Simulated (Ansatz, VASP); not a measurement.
## TaN in VASP and in Ansatz

The input INCAR:

```
SYSTEM = TaN
  ALGO = Normal
  EDIFF = 1E-6
  ENCUT = 520
  ISIF = 2
  ISMEAR = -1
  LASPH = .TRUE.
  LCHARG = .TRUE.
  LELF = .TRUE.
  LREAL = .FALSE.
  LVHAR = .TRUE.
  LWAVE = .FALSE.
  NBANDS = 33
  NELM = 60
  PREC = Accurate
  SIGMA = 0.05
```

File KPOINTS:

```
k-points
0
G
  6 6 9
  0 0 0
```

Contents of POSCAR:

```
TaN
1.0
    5.1960000000      0.0000000000      0.0000000000
   -2.5980000000      4.4998679981      0.0000000000
    0.0000000000      0.0000000000      2.9110000000
Ta N
3 3
Direct
    0.0000000000      0.0000000000      0.0000000000
    0.6666666667      0.3333333333      0.5000000000
    0.3333333333      0.6666666667      0.5000000000
    0.0000000000      0.3928500000      0.0000000000
    0.6071500000      0.6071500000      0.0000000000
    0.3928500000      0.0000000000      0.0000000000
```

input.yaml

```yaml
crystal:
  lattice:
    - [5.196, 0.0, 0.0]
    - [-2.598, 4.4998679981, 0.0]
    - [0.0, 0.0, 2.911]
  atoms:
    - { symbol: Ta, position: [0.0, 0.0, 0.0] }
    - { symbol: Ta, position: [0.6666666667, 0.3333333333, 0.5] }
    - { symbol: Ta, position: [0.3333333333, 0.6666666667, 0.5] }
    - { symbol: "N", position: [0.0, 0.39285, 0.0] }
    - { symbol: "N", position: [0.60715, 0.60715, 0.0] }
    - { symbol: "N", position: [0.39285, 0.0, 0.0] }
hamiltonian:
  xc: lda
  pseudopotentials: { kind: paw }
kpoints:
  mp_grid: { grid: [6, 6, 9] }
  band_path:
    path:
      - [[0.0, 0.0, 0.0], [0.5, 0.0, 0.0], [0.3333333333, 0.3333333333, 0.0], [0.0, 0.0, 0.0], [0.0, 0.0, 0.5], [0.5, 0.0, 0.5], [0.3333333333, 0.3333333333, 0.5], [0.0, 0.0, 0.5]]
      - [[0.5, 0.0, 0.5], [0.5, 0.0, 0.0]]
      - [[0.3333333333, 0.3333333333, 0.0], [0.3333333333, 0.3333333333, 0.5]]
    npoints: 14
scf:
  occupations: { method: fermi_dirac, width: 0.05 }
  n_extra_bands: 15
output:
  forces: true
  stress: true
  eigenvalues: true
  fatbands: true
```

Alike in both runs: functional LDA; k mesh 6 × 6 × 9; occupations fermi-dirac, width 0.05 eV; no spin polarisation.

```csv
,VASP,Ansatz
version,VASP 6.6.1,Ansatz 0.2.0
potentials or method,"VASP PAW LDA potentials, release 64 (Ta_pv, N)",Ansatz PAW
plane-wave cutoff (eV),520,420
valence electrons in the cell,48,54
task,single point,band structure
```

|  | VASP | Ansatz | Ansatz less VASP |
| --- | --- | --- | --- |
| gap on the k mesh at the Fermi level (eV) | none | none | - |
| pressure (GPa) | -8.3 | -10.0 | -1.66 |
| traceless stress, the component that is largest in VASP (GPa) | -1.79 | -1.75 | +0.041 |
| rms of the force components (eV/Å) | 0.013 | 0.021 | +0.0073 |

LDA's correlation is that of Perdew and Zunger in VASP and of Perdew and Wang (1992) in Ansatz. Atom by atom the forces differ by 0.007 eV/Å (rms over components). A gap of «none» marks a metal or a gap that the smearing closes. VASP's potentials hold 48 valence electrons a cell and Ansatz's 54, so a difference there can come from the potentials and not from the codes.

Spin-orbit coupling is off throughout.
